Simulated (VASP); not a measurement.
# C: single point with r2SCAN

The system is C.

```
C
1.0
     0.00000    1.78015    1.78015
     1.78015    0.00000    1.78015
     1.78015    1.78015    0.00000
C
2
Direct
  0.50000 0.50000 0.50000
  0.75000 0.75000 0.75000
```

```yaml
Program: VASP 6.6.1
Task: single point
Functional: r2SCAN
Potentials_or_basis: VASP PAW PBE potentials, release 64 (C_h)
Cutoff: 910 eV
k_mesh: 13 × 13 × 13
Occupations: fermi-dirac, width 0.05 eV
Spin: no spin polarisation
```

```yaml
Pressure: -0.8 GPa
Band_gap_on_the_k_mesh: 4.38 eV, indirect (least direct gap 5.89 eV)
```

Levels at points of the mesh, in eV from the valence-band top:
| k point | band 1 | band 2 | band 3 | band 4 | band 5 | band 6 | band 7 | band 8 |
| --- | --- | --- | --- | --- | --- | --- | --- | --- |
| (0.00, 0.00, 0.00) | -22.74 | 0.00 | 0.00 | 0.00 | 5.89 | 5.89 | 5.89 | 13.98 |

Run time: 80 s on 1 thread of AMD EPYC 7R13 Processor (Zen 3) (shared host), peak memory 0.13 GiB.

Caveat: the cutoff is under 1.25 times the usual one of these potentials, so pressure, stress and relaxed cells hold a basis-set (Pulay) error; the PAW data sets were made with another functional, which shifts forces and pressure a little. r2SCAN opens gaps a little over a GGA but as a rule still falls short of measured ones.
